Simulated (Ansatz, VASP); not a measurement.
Two plane-wave programs on FeNi3

```
Fe Ni
1.0
     3.54425    0.00000    0.00000
     0.00000    3.54425    0.00000
     0.00000    0.00000    3.54425
Fe Ni
1 3
Cartesian
  0.0000 0.0000 0.0000
  0.0000 1.7721 1.7721
  1.7721 0.0000 1.7721
  1.7721 1.7721 0.0000
```

Alike in both runs: functional PBE; k mesh 14 × 14 × 14; occupations gaussian, width 0.1 eV; collinear spin.

Ansatz relaxed the structure, and its values are those at the end. VASP's run is a single point on that final structure, the one shown.

|  | VASP | Ansatz |
| --- | --- | --- |
| version | VASP 6.6.1 | Ansatz 0.2.0 |
| potentials or method | VASP PAW PBE potentials, release 64 (Fe, Ni), cutoff 520 eV | scalar-relativistic, plane waves, PAW |
| valence electrons in the cell | 38 | 70 |

Ansatz gave:

* gap on the k mesh at the Fermi level (eV): none
* pressure (GPa): 0.0
* net moment per atom (μB): 1.21
* size of the moment on the site where the two differ most (μB): 0.69

**Question.** Estimate VASP's values.

**Answer.** gap on the k mesh at the Fermi level (eV): none; pressure (GPa): -0.1; net moment per atom (μB): 1.20; size of the moment on the site where the two differ most (μB): 0.64.

Site moments also hang on the region over which each program counts them. A gap of «none» marks a metal or a gap that the smearing closes. With one functional, cell and mesh, what is left measures potentials, basis and numerics. VASP's potentials hold 38 valence electrons a cell and Ansatz's 70, so a difference there can come from the potentials and not from the codes.
